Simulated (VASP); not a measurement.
# WS2 (Tungstenite) (P6_3/mmc) in VASP: further runs, part 3 of 3

VASP 6.6.1. The steps go on from the part before.

### 6 Single point, LDA (in-plane strain -0.005, then relaxed in part)

INCAR

```
SYSTEM = WS2
ALGO = Normal
EDIFF = 1E-7
ENCUT = 520
GGA = CA
ISIF = 2
ISMEAR = 0
LASPH = .TRUE.
LCHARG = .FALSE.
LREAL = .FALSE.
LWAVE = .FALSE.
NBANDS = 35
NELM = 100
PREC = Accurate
SIGMA = 0.01
```

KPOINTS

```
k-points
0
G
  6 6 2
  0 0 0
```

POSCAR

```
WS2
1.0
    3.1111892900      0.0000000000      0.0000000000
   -1.5555946450      2.6943689611      0.0000000000
    0.0000000000      0.0000000000     12.1768313762
W S
2 4
Direct
    0.3333333333      0.6666666667      0.2500000000
    0.6666666667      0.3333333333      0.7500000000
    0.3333333333      0.6666666667      0.6212328746
    0.6666666667      0.3333333333      0.1212328746
    0.3333333333      0.6666666667      0.8787671254
    0.6666666667      0.3333333333      0.3787671254
```

Potentials or basis: VASP PAW LDA potentials, release 64 (W_sv, S).

Run with:

```bash
cat potpaw_LDA.64/W_sv/POTCAR potpaw_LDA.64/S/POTCAR > POTCAR
mpirun -np 1 vasp_std > vasp.out
```

OUTCAR:

```text
SYSTEM = WS2
   EDIFF = 1E-7
   ENCUT = 520
   GGA = CA
   ISIF = 2
   ISMEAR = 0
   LASPH = .TRUE.
   LREAL = .FALSE.
   NELM = 100
   PREC = Accurate

 ion  position               nearest neighbor table
   1  0.333  0.667  0.250-   4 2.38   6 2.38   4 2.38   6 2.38   4 2.38   6 2.38
   2  0.667  0.333  0.750-   3 2.38   5 2.38   3 2.38   5 2.38   3 2.38   5 2.38
   3  0.333  0.667  0.621-   2 2.38   2 2.38   2 2.38
   4  0.667  0.333  0.121-   1 2.38   1 2.38   1 2.38
   5  0.333  0.667  0.879-   2 2.38   2 2.38   2 2.38
   6  0.667  0.333  0.379-   1 2.38   1 2.38   1 2.38

  LATTYP: Found a hexagonal cell.
 ALAT       =     3.1111892900
 C/A-ratio  =     3.9138831621

  Lattice vectors:

 A1 = (   3.1111892900,   0.0000000000,   0.0000000000)
 A2 = (  -1.5555946450,   2.6943689611,   0.0000000000)
 A3 = (   0.0000000000,   0.0000000000,  12.1768313762)

Analysis of symmetry for initial positions (statically):
[... 171 lines left out ...]
  energy without entropy =      -52.51540370  energy(sigma->0) =      -52.51540370

 E-fermi :   7.9682     XC(G=0): -11.4643

 val. band max:        7.8384911063   @ k =   0.0000   0.0000   0.0000
 cond. band min:       8.7023071800   @ k =   0.1667   0.1667   0.0000
 fundamental gap:      0.8638160736
 Fermi energy:         7.9681690400

 k-point     1 :       0.0000    0.0000    0.0000
  band No.  band energies     occupation
      1     -66.2463      2.00000
      2     -66.2462      2.00000
      3     -30.8249      2.00000
      4     -30.8248      2.00000
      5     -30.5797      2.00000
      6     -30.5797      2.00000
[... 521 lines left out ...]
     34      12.8223      0.00000
     35      14.4448      0.00000

------------------------ aborting loop because EDIFF is reached ----------------------------------------

  FORCE on cell =-STRESS in cart. coord.  units (eV):
  Direction    XX          YY          ZZ          XY          YZ          ZX
  --------------------------------------------------------------------------------------
  -------------------------------------------------------------------------------------
  Total        1.2874819      1.2874819      0.2693158      0.0000000      0.0000000      0.0000000
  in kB       20.2084928     20.2084928      4.2272175      0.0000000      0.0000000      0.0000000
  external PRESSURE =      14.8814010 kB  Pullay stress =       0.0000000 kB

 VOLUME and BASIS-vectors are now :
 -----------------------------------------------------------------------------
  energy-cutoff  :      520.00
  volume of cell :      102.07
      direct lattice vectors                 reciprocal lattice vectors
     3.111189290  0.000000000  0.000000000     0.321420494  0.185572209  0.000000000
    -1.555594645  2.694368961  0.000000000     0.000000000  0.371144418  0.000000000
     0.000000000  0.000000000 12.176831376     0.000000000  0.000000000  0.082123171

 POSITION                                       TOTAL-FORCE (eV/Angst)
 -----------------------------------------------------------------------------------
     -0.00000      1.79625      3.04421         0.000000     -0.000000     -0.000000
      1.55559      0.89812      9.13262        -0.000000      0.000000     -0.000000
     -0.00000      1.79625      7.56465        -0.000000     -0.000000     -0.048431
      1.55559      0.89812      1.47623         0.000000      0.000000     -0.048431
     -0.00000      1.79625     10.70060        -0.000000     -0.000000      0.048431
      1.55559      0.89812      4.61218         0.000000     -0.000000      0.048431
 -----------------------------------------------------------------------------------
    total drift:                               -0.000000      0.000000     -0.000000

  FREE ENERGIE OF THE ION-ELECTRON SYSTEM (eV)
  ---------------------------------------------------
  free  energy   TOTEN  =       -52.5154036990 eV

  energy  without entropy=      -52.5154036990  energy(sigma->0) =      -52.51540370
```

It took 45 s on 1 thread of Intel Xeon Platinum 8375C at 2.90GHz (Ice Lake), shared host; peak memory 0.2 GiB.

Results:

* Free energy: -52.5154 eV
* Pressure: 1.5 GPa
* Largest force: 0.048 eV/Å
* Band gap on the k mesh: 0.86 eV, indirect (least direct gap 1.96 eV)

Forces on the atoms (eV/Å):
```
W    0.000  0.000  0.000
W    0.000  0.000  0.000
S    0.000  0.000 -0.048
S    0.000  0.000 -0.048
S    0.000  0.000  0.048
S    0.000  0.000  0.048
```

Stress tensor (GPa, compression positive):
```
2.02 0.00 0.00
0.00 2.02 0.00
0.00 0.00 0.42
```

Levels at points of the mesh, in eV from the valence-band top:
| k point | band 22 | band 23 | band 24 | band 25 | band 26 | band 27 | band 28 | band 29 | band 30 | band 31 |
| --- | --- | --- | --- | --- | --- | --- | --- | --- | --- | --- |
| (0.00, 0.00, 0.00) | -2.15 | -2.15 | -1.46 | -1.44 | 0.00 | 2.40 | 2.40 | 2.42 | 2.42 | 2.47 |
| (0.50, 0.00, 0.00) | -2.81 | -1.88 | -1.75 | -1.64 | -1.56 | 2.46 | 2.51 | 2.61 | 3.05 | 3.11 |
| (0.00, 0.00, 0.50) | -2.18 | -2.18 | -2.18 | -0.34 | -0.34 | 2.40 | 2.40 | 2.40 | 2.40 | 2.59 |
| (0.50, 0.00, 0.50) | -2.97 | -1.76 | -1.76 | -1.64 | -1.64 | 2.48 | 2.48 | 2.86 | 2.86 | 3.43 |

Caveat: the cell differs from its parent crystal (in-plane strain -0.005, then relaxed in part); spin-orbit coupling is left out, which moves the levels of the heavy elements. A k mesh can miss the band edges.

### 7 The runs side by side

| cell | gap on the mesh (eV) | pressure (GPa) | largest force (eV/Å) |
| --- | --- | --- | --- |
| a = 3.064, b = 3.064, c = 12.254 Å, angles 90.0, 90.0, 120.0°, 6 atoms | 0.92 | 5.0 | 0.05 |
| a = 3.064, b = 3.064, c = 12.305 Å, angles 90.0, 90.0, 120.0°, 6 atoms | 0.95 | 5.5 | 0.17 |
| a = 3.096, b = 3.096, c = 12.202 Å, angles 90.0, 90.0, 120.0°, 6 atoms | 0.88 | 2.6 | 0.05 |
| a = 3.096, b = 3.096, c = 12.232 Å, angles 90.0, 90.0, 120.0°, 6 atoms | 0.90 | 2.9 | 0.11 |
| a = 3.111, b = 3.111, c = 12.177 Å, angles 90.0, 90.0, 120.0°, 6 atoms | 0.86 | 1.5 | 0.05 |

Alike in all rows: task single point; level LDA; potentials or basis VASP PAW LDA potentials, release 64 (W_sv, S); no spin polarisation; k mesh 6 × 6 × 2; cutoff (eV) 520; smearing gaussian 0.01 eV.

Caveats: spin-orbit coupling is left out, which moves the levels of the heavy elements.

Absolute energies hang on the potentials; compare differences alone.
